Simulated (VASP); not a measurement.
# Zn (I4/mmm) in VASP: a series of runs

Zn is run at these levels: PBE; tasks: single point.

All numbers are computed with VASP 6.6.1; they aren't measurements. Logs are shortened: lines on timing, memory, paths and dates and some standing lists are left out, and cuts for length are marked.

### 1 The cell of the first run

It takes space group I4/mmm (No. 139, tetragonal). Conventional cell: a = 3.358 Å, b = 3.358 Å, c = 2.583 Å, α = 90.00°, β = 90.00°, γ = 90.00°. Within 3.4 Å of Zn (site symmetry 4/mmm) lie 14 Zn at 2.58 to 3.36 Å.

### 2 Single point, PBE (14.56 Å³/atom)

Contents of INCAR:

```
SYSTEM = Zn
PREC     = Accurate       ! precision mode
ENCUT    = 520            ! plane-wave cutoff, eV
EDIFF    = 1E-6           ! SCF threshold, eV
ISMEAR   = 0              ! smearing method
SIGMA    = 0.1            ! smearing width, eV
LREAL    = .False.        ! projectors in reciprocal space
LASPH    = .True.         ! aspherical terms in the spheres
NELM     = 80             ! most SCF steps
ALGO     = Fast           ! electronic algorithm
ISIF     = 2              ! what is computed and relaxed
LWAVE    = .False.        ! write WAVECAR
LCHARG   = .True.         ! write CHGCAR
GGA      = PE             ! functional
LELF     = .True.         ! ELF
LVHAR    = .True.       
NBANDS   = 12             ! bands
```

Contents of KPOINTS:

```
regular mesh
0
Gamma
  26 26 26
  0 0 0
```

Contents of POSCAR:

```
Zn
1.0
   -1.6788502007      1.6788502007      1.2915495898
    1.6788502007     -1.6788502007      1.2915495898
    1.6788502007      1.6788502007     -1.2915495898
Zn
1
Direct
    0.5000000000      0.5000000000      0.0000000000
```

Potentials or basis: VASP PAW PBE potentials, release 64 (Zn).

Run with:

```bash
$ cat potpaw_PBE.64/Zn/POTCAR > POTCAR
$ mpirun -np 1 vasp_std > vasp.out
```

OUTCAR:

```text
SYSTEM = Zn
   PREC = Accurate
   ENCUT = 520
   EDIFF = 1E-6
   ISMEAR = 0
   LREAL = .False.
   LASPH = .True.
   NELM = 80
   ISIF = 2
   GGA = PE

 ion  position               nearest neighbor table
   1  0.500  0.500  0.000-

  LATTYP: Found a body centered tetragonal cell.
 ALAT       =     3.3577004014
 C/A-ratio  =     0.7693060341

  Lattice vectors:

 A1 = (  -1.6788502007,   1.6788502007,   1.2915495898)
 A2 = (   1.6788502007,  -1.6788502007,   1.2915495898)
 A3 = (   1.6788502007,   1.6788502007,  -1.2915495898)

Analysis of symmetry for initial positions (statically):
=====================================================================
 Subroutine PRICEL returns:
 Original cell was already a primitive cell.

 Routine SETGRP: Setting up the symmetry group for a
 body centered tetragonal supercell.

 Subroutine GETGRP returns: Found 16 space group operations
 (whereof 16 operations were pure point group operations)
 out of a pool of 16 trial point group operations.

The static configuration has the point symmetry D_4h.

Analysis of symmetry for dynamics (positions and initial velocities):
=====================================================================
 Subroutine PRICEL returns:
 Original cell was already a primitive cell.

 Routine SETGRP: Setting up the symmetry group for a
 body centered tetragonal supercell.

 Subroutine GETGRP returns: Found 16 space group operations
 (whereof 16 operations were pure point group operations)
 out of a pool of 16 trial point group operations.

The dynamic configuration has the point symmetry D_4h.

 Subroutine INISYM returns: Found 16 space group operations
 (whereof 16 operations are pure point group operations),
 and found     1 'primitive' translations

----------------------------------------------------------------------------------------

                                     Primitive cell

  volume of cell :      14.5611

  direct lattice vectors                    reciprocal lattice vectors
    -1.678850201  1.678850201  1.291549590     0.000000000  0.297822879  0.387131864
     1.678850201 -1.678850201  1.291549590     0.297822879  0.000000000  0.387131864
     1.678850201  1.678850201 -1.291549590     0.297822879  0.297822879  0.000000000

  length of vectors
     2.702808971  2.702808971  2.702808971     0.488435817  0.488435817  0.421185155

  position of ions in fractional coordinates (direct lattice)
     0.500000000  0.500000000  0.000000000

  ion indices of the primitive-cell ions
   primitive index   ion index
[... 82 lines left out ...]
   TEBEG  =    0.0;   TEEND  =   0.0 temperature during run
   PSTRESS=    0.0 pullay stress
   NELECT =      12.0000    total number of electrons
   NUPDOWN=      -1.0000    fix difference up-down
   EMIN   =  10.00;   EMAX   =-10.00  energy-range for DOS
   EFERMI =   0.00;   METHOD = LEGACY
   ISMEAR =     0;   SIGMA  =   0.10  broadening in eV -4-tet -1-fermi 0-gaus
   EFERMI_NEDOS =   21; number of points for ismear=-14 and -15
   IALGO  =     68    algorithm
   IMIX   =      4    mixing-type and parameters
     AMIX     =   0.40;   BMIX     =  1.00
     AMIX_MAG =   1.60;   BMIX_MAG =  1.00
  volume/ion in A,a.u.               =      14.56        98.26
  Fermi-wavevector in a.u.,A,eV,Ry     =   1.534865  2.900475 32.052759  2.355811
  Thomas-Fermi vector in A             =   2.641734
   LORBIT       =      0    0 simple, 1 ext, 2 COOP (PROOUT), +10 PAW based schemes
   GGA     = PE    functional components
   LHFCALC =     F    Hartree Fock is set to
   AEXX    =    0.0000 exact exchange contribution
   IVDW    =     0    specifies the selected vdW correction
   LEPSILON=     F    determine dielectric tensor
   LRPA    =     F    only Hartree local field effects (RPA)
 non-spin polarized calculation
 RMM-DIIS sequential band-by-band and
 Gauss-broadening in eV      SIGMA  =   0.10
  energy-cutoff  :      520.00
  volume of cell :       14.56
 maximum number of plane-waves:       408
   NGX = 11   NGY = 11   NGZ = 11

 number of electron      11.9999997 magnetization

 Free energy of the ion-electron system (eV)
  ---------------------------------------------------
  ext. energy  EPLUGINS =         0.00000000
  ---------------------------------------------------
  free energy    TOTEN  =        -1.07573770 eV

  energy without entropy =       -1.07473036  energy(sigma->0) =       -1.07523403

 E-fermi :   3.3512     XC(G=0): -11.7754

 val. band max:        3.3471377055   @ k =  -0.4231  -0.4615   0.2308
 cond. band min:       3.3531855904   @ k =   0.3077   0.3077   0.1923
 fundamental gap:      0.0060478849
 Fermi energy:         3.3512002425

 k-point     1 :       0.0000    0.0000    0.0000
  band No.  band energies     occupation
      1      -7.3212      2.00000
      2      -4.7453      2.00000
      3      -4.3876      2.00000
      4      -4.1382      2.00000
      5      -4.1382      2.00000
      6      -3.7732      2.00000
      7      18.8792      0.00000
      8      18.8792      0.00000
      9      21.7557      0.00000
     10      23.4794      0.00000
     11      27.6982      0.00000
     12      27.9846      0.00000
[... 331 lines left out ...]
 k-point    24 :       0.3846    0.0385    0.0000
  band No.  band energies     occupation
      1      -5.1041      2.00000
      2      -4.8825      2.00000
      3      -3.9860      2.00000
      4      -3.7225      2.00000
      5      -3.5963      2.00000
      6      -0.6407      2.00000
      7       6.6732      0.00000
      8      14.1885      0.00000
      9      14.8741      0.00000
     10      18.3639      0.00000
     11      19.9112      0.00000
     12      27.0342      0.00000

 [... further k-points ...]

------------------------ aborting loop because EDIFF is reached ----------------------------------------

  FORCE on cell =-STRESS in cart. coord.  units (eV):
  Direction    XX          YY          ZZ          XY          YZ          ZX
  --------------------------------------------------------------------------------------
  -------------------------------------------------------------------------------------
  Total        0.4632277      0.4632277      0.4831320      0.0000000      0.0000000      0.0000000
  in kB       50.9694691     50.9694691     53.1595625      0.0000000      0.0000000      0.0000000
  external PRESSURE =      51.6995002 kB  Pullay stress =       0.0000000 kB

 VOLUME and BASIS-vectors are now :
 -----------------------------------------------------------------------------
  energy-cutoff  :      520.00
  volume of cell :       14.56
      direct lattice vectors                 reciprocal lattice vectors
    -1.678850201  1.678850201  1.291549590     0.000000000  0.297822879  0.387131864
     1.678850201 -1.678850201  1.291549590     0.297822879  0.000000000  0.387131864
     1.678850201  1.678850201 -1.291549590     0.297822879  0.297822879  0.000000000

 POSITION                                       TOTAL-FORCE (eV/Angst)
 -----------------------------------------------------------------------------------
      0.00000      0.00000      1.29155        -0.000000      0.000000     -0.000000
 -----------------------------------------------------------------------------------
    total drift:                               -0.000000     -0.000000      0.000000

  FREE ENERGIE OF THE ION-ELECTRON SYSTEM (eV)
  ---------------------------------------------------
  free  energy   TOTEN  =        -1.0757376951 eV

  energy  without entropy=       -1.0747303608  energy(sigma->0) =       -1.07523403
```

OSZICAR:

```text
N       E                     dE             d eps       ncg     rms          rms(c)
DAV:   1     0.407730690666E+02    0.40773E+02   -0.62716E+03 32644   0.157E+03
DAV:   2    -0.227805102095E-01   -0.40796E+02   -0.38549E+02 33356   0.214E+02
DAV:   3    -0.118732021107E+01   -0.11645E+01   -0.11627E+01 36640   0.356E+01
DAV:   4    -0.118970023745E+01   -0.23800E-02   -0.23799E-02 35084   0.156E+00
DAV:   5    -0.118970189443E+01   -0.16570E-05   -0.16575E-05 36424   0.403E-02    0.312E+00
RMM:   6    -0.108353339173E+01    0.10617E+00   -0.25552E-01 39074   0.683E+00    0.233E+00
RMM:   7    -0.107857633757E+01    0.49571E-02   -0.78191E-03 40341   0.133E+00    0.114E+00
RMM:   8    -0.107576176755E+01    0.28146E-02   -0.19046E-03 37408   0.442E-01    0.619E-02
RMM:   9    -0.107575455031E+01    0.72172E-05   -0.48523E-04 41396   0.341E-01    0.682E-02
RMM:  10    -0.107573726813E+01    0.17282E-04   -0.54410E-05 40923   0.900E-02    0.410E-03
RMM:  11    -0.107573769514E+01   -0.42700E-06   -0.38678E-06 33390   0.225E-02
   1 F= -.10757377E+01 E0= -.10752340E+01  d E =-.100733E-02
```

stdout:

```text
POSCAR found type information on POSCAR Zn
 POSCAR found :  1 types and       1 ions
 scaLAPACK will be used
 LDA part: xc-table for (Slater+PW92), standard interpolation
 POSCAR, INCAR and KPOINTS ok, starting setup
 FFT: planning ... GRIDC
 FFT: planning ... GRID_SOFT
 FFT: planning ... GRID
 WAVECAR not read
 entering main loop
WARNING in EDDRMM: call to ZHEGV failed, returncode =   6  3     11
WARNING in EDDRMM: call to ZHEGV failed, returncode =   6  3     11
WARNING in EDDRMM: call to ZHEGV failed, returncode =   6  3     12
```

It took 4.7 min on 1 thread of Intel Xeon 8259CL, shared host; peak memory 0.29 GiB.

Results:

```
Free energy            : -1.0757 eV
Pressure               : 5.2 GPa
Band gap on the k mesh : zero (bands 6 and 7 overlap by 6.05 eV)
```

Stress tensor (GPa, compression positive):
```
5.10 0.00 0.00
0.00 5.10 0.00
0.00 0.00 5.32
```

Caveat: the cell stands under pressure.

### 3 Single point, PBE (15.03 Å³/atom)

This run uses another cell than the first one, of 15.03 Å³/atom.

Contents of INCAR:

```
  PREC = Accurate
  ENCUT = 520
  EDIFF = 1E-6
  ISMEAR = 0
  SIGMA = 0.1
  LREAL = F
  LASPH = T
  NELM = 100
  ALGO = Fast
  ISIF = 2
  LWAVE = F
  LCHARG = T
  GGA = PE
  LELF = T
  LVHAR = T
  NBANDS = 12
```

Contents of KPOINTS:

```
Automatic mesh
0
Gamma
  26 26 26
```

Contents of POSCAR:

```
Zn
1.0
   -1.7001190405      1.7001190405      1.2996314066
    1.7001190405     -1.7001190405      1.2996314066
    1.7001190405      1.7001190405     -1.2996314066
Zn
1
Direct
    0.5000000000      0.5000000000      0.0000000000
```

Potentials or basis: VASP PAW PBE potentials, release 64 (Zn).

Run with:

```bash
$ cat potpaw_PBE.64/Zn/POTCAR > POTCAR
$ mpirun -np 1 vasp_std > vasp.out
```

Run time: 4.5 min. Hardware: 1 thread of Intel Xeon 8259CL, shared host; peak memory 0.29 GiB.

The run converged. Its results:

```
Free energy            : -1.0867 eV
Pressure               : 2.5 GPa
Band gap on the k mesh : zero (bands 6 and 7 overlap by 6.04 eV)
```

Stress tensor (GPa, compression positive):
```
2.44 0.00 0.00
0.00 2.44 0.00
0.00 0.00 2.60
```

Levels at points of the mesh, in eV from the Fermi level:
```tsv
k point	band 2	band 3	band 4	band 5	band 6	band 7	band 8	band 9	band 10	band 11
(0.00, 0.00, 0.00)	-7.98	-7.65	-7.39	-7.39	-7.06	15.12	15.12	17.98	19.68	23.81
(0.50, 0.00, 0.00)	-8.14	-7.26	-6.91	-6.83	-1.83	0.63	10.40	11.22	14.22	15.80
(0.50, 0.50, 0.00)	-7.64	-7.51	-7.29	-6.86	-3.44	-2.47	17.12	18.75	20.96	21.17
(0.50, 0.50, 0.50)	-8.28	-6.91	-6.91	-6.85	1.94	1.94	4.60	6.86	11.24	15.50
```

### 4 Single point, PBE

This run uses another cell than the first one, of 15.49 Å³/atom.

Contents of INCAR:

```
ALGO = Fast
EDIFF = 1E-7
ENCUT = 520
GGA = PE
ISIF = 2
ISMEAR = 0
LASPH = T
LCHARG = F
LREAL = F
LWAVE = F
NBANDS = 12
NELM = 80
PREC = Accurate
SIGMA = 0.1
```

Contents of KPOINTS:

```
k-points
0
Gamma
  26 26 26
```

Contents of POSCAR:

```
Zn
1.0
   -1.7217605744      1.7217605744      1.3063561924
    1.7217605744     -1.7217605744      1.3063561924
    1.7217605744      1.7217605744     -1.3063561924
Zn
1
Direct
    0.5000000000      0.5000000000      0.0000000000
```

Run with:

```bash
$ cat potpaw_PBE.64/Zn/POTCAR > POTCAR
$ mpirun -np 1 vasp_std > vasp.out
```

Wall time 8.2 min (1 thread of Intel Xeon 8259CL, shared host); peak memory 0.31 GiB.

Results (log left out):

```
Free energy            : -1.0906 eV
Pressure               : 0.5 GPa
Band gap on the k mesh : zero (bands 6 and 7 overlap by 6.03 eV)
```

Stress tensor (GPa, compression positive):
```
0.44 0.00 0.00
0.00 0.44 0.00
0.00 0.00 0.60
```

Levels at points of the mesh, in eV from the Fermi level:
```
           k point  band 3  band 4  band 5  band 6  band 7  band 8  band 9  band 10
(0.00, 0.00, 0.00)   -7.57   -7.30   -7.30   -6.99   14.70   14.70   17.55    19.23
(0.50, 0.00, 0.00)   -7.19   -6.86   -6.77   -1.69    0.61   10.19   11.01    13.97
(0.50, 0.50, 0.00)   -7.41   -7.22   -6.81   -3.29   -2.52   16.93   18.60    20.59
(0.50, 0.50, 0.50)   -6.86   -6.86   -6.80    1.90    1.90    4.29    6.75    11.27
```

### 5 Overview

```csv
cell,further INCAR settings,gap on the mesh (eV),pressure (GPa)
"a = 2.703 Å, angles 103.2, 103.2, 122.9°, 1 atom",ALGO = Fast; EDIFF = 1e-06; NBANDS = 12,none,5.2
"a = 2.733 Å, angles 103.1, 103.1, 123.2°, 1 atom",ALGO = Fast; EDIFF = 1e-06; NBANDS = 12,none,2.5
"a = 2.763 Å, angles 102.9, 102.9, 123.6°, 1 atom",ALGO = Fast; EDIFF = 1e-07; NBANDS = 12,none,0.5
```

Alike in all rows: task single point; level PBE; potentials or basis VASP PAW PBE potentials, release 64 (Zn); no spin polarisation; k mesh 26 × 26 × 26; cutoff (eV) 520; smearing gaussian 0.1 eV.

Caveats: the cell stands under pressure (at least some runs).

Total energies depend on the potentials used, so only differences within one code and one set of settings carry meaning.
